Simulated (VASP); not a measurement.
Input of a VASP 6.6.1 run:

The input POSCAR:

```
AlN
1.0
    0.0000000000      2.0188684454      1.9861627766
    2.0188684454      0.0000000000      1.9861627766
    2.0188684454      2.0188684454      0.0000000000
Al N
1 1
Direct
    0.0000000000      0.0000000000      0.0000000000
    0.5000000000      0.5000000000      0.5000000000
```

INCAR.step1

```
  ALGO = Normal
  EDIFF = 1E-5
  ENCUT = 520
  GGA = PE
  ISIF = 2
  ISMEAR = 0
  LASPH = True
  LCHARG = False
  LREAL = False
  LWAVE = True
  NBANDS = 11
  NELM = 60
  PREC = Accurate
  SIGMA = 0.01
```

File INCAR.step2:

```
  ALGO = Normal
  EDIFF = 1E-6
  ENCUT = 520
  GGA = PE
  HFSCREEN = 0.2079
  ISIF = 2
  ISMEAR = 0
  ISTART = 1
  LASPH = True
  LCHARG = False
  LHFCALC = True
  LREAL = False
  LWAVE = False
  NBANDS = 11
  NELM = 60
  PREC = Accurate
  PRECFOCK = Normal
  SIGMA = 0.01
```

Contents of KPOINTS:

```
k-points
0
Gamma
  8 8 8
```

Potentials or basis: VASP PAW PBE potentials, release 64 (Al, N).

Command:

```sh
$ cat potpaw_PBE.64/Al/POTCAR potpaw_PBE.64/N/POTCAR > POTCAR
$ cp INCAR.step1 INCAR
$ mpirun -np 1 vasp_std > vasp.out
$ cp INCAR.step2 INCAR
$ mpirun -np 1 vasp_std > vasp.out
```

Question: Predict the band gap on the k mesh.

Answer: 6.03 eV (least direct gap 7.47 eV).

Question: Predict the pressure.

Answer: 3.3 GPa.

Stress tensor (GPa, compression positive):
```
1.56 0.00 0.00
0.00 1.56 0.00
0.00 0.00 6.84
```

Caveat: the cell differs from its parent crystal (uniaxial z strain -1.6%); the stress differs along the axes, from 2 to 7 GPa; the structure was generated, so it needn't be the stable form of AlN; the PAW data sets were made with another functional, which shifts forces and pressure a little. A k mesh can miss the band edges.
